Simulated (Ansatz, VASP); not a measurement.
C in VASP and in Ansatz

The input INCAR:

```
ALGO = Normal
EDIFF = 1E-6
ENCUT = 600
GGA = PE
GGA_COMPAT = False
ISIF = 2
ISMEAR = -1
LASPH = True
LCHARG = True
LELF = True
LREAL = False
LVHAR = True
LWAVE = False
NBANDS = 16
NELM = 120
PREC = Accurate
SIGMA = 0.1
```

The input KPOINTS:

```
k-points
0
Gamma
  15 15 5
```

File POSCAR:

```
C
1.0
    2.4644764848      0.0000000000      0.0000000000
   -1.2322382424      2.1342992429      0.0000000000
    0.0000000000      0.0000000000      7.4881843723
C
4
Direct
    0.0000000000      0.0000000000      0.2500000000
    0.0000000000      0.0000000000      0.7500000000
    0.3333333333      0.6666666667      0.2500000000
    0.6666666667      0.3333333333      0.7500000000
```

Input for Ansatz:

```yaml
crystal:
  lattice:
    - [2.4644764848, 0.0, 0.0]
    - [-1.2322382424, 2.1342992429, 0.0]
    - [0.0, 0.0, 7.4881843723]
  atoms:
    - { symbol: C, position: [0.0, 0.0, 0.25] }
    - { symbol: C, position: [0.0, 0.0, 0.75] }
    - { symbol: C, position: [0.3333333333, 0.6666666667, 0.25] }
    - { symbol: C, position: [0.6666666667, 0.3333333333, 0.75] }
kpoints:
  mp_grid: { grid: [15, 15, 5] }
  band_path:
    path:
      - [0.0, 0.0, 0.0]
      - [0.5, 0.0, 0.0]
      - [0.3333333333, 0.3333333333, 0.0]
      - [0.0, 0.0, 0.0]
      - [0.0, 0.0, 0.5]
      - [0.5, 0.0, 0.5]
      - [0.3333333333, 0.3333333333, 0.5]
      - [0.0, 0.0, 0.5]
      - [0.5, 0.0, 0.5]
    npoints: 8
scf:
  occupations: { method: fermi_dirac, width: 0.1 }
hamiltonian:
  xc: pbe
  pseudopotentials: { kind: all_electron, lapw: { basis_error: 0.001 } }
output:
  forces: true
  stress: true
  eigenvalues: true
  populations: true
  dos: { projected: true, de: 0.2, e_range: [-14, 8] }
```

Change from the starting cell: volume scaled by 0.88, LAPW.

Alike in both runs: task single point; functional PBE; k mesh 15 × 15 × 5; occupations fermi-dirac, width 0.1 eV; no spin polarisation.

|  | VASP | Ansatz |
| --- | --- | --- |
| version | VASP 6.6.1 | Ansatz 0.2.0 |
| potentials or method | VASP PAW PBE potentials, release 64 (C), cutoff 600 eV | all-electron LAPW, scalar-relativistic |

Ansatz gave:

| Property | Result |
| --- | --- |
| pressure (GPa) | 0.8 |
| traceless stress, the component that is largest in VASP (GPa) | 0.05 |

Q: What did VASP give for the same quantities?

A: Pressure (GPa): 0.8; traceless stress, the component that is largest in VASP (GPa): -0.32.

Ansatz ran all-electron here, and VASP with PAW potentials.
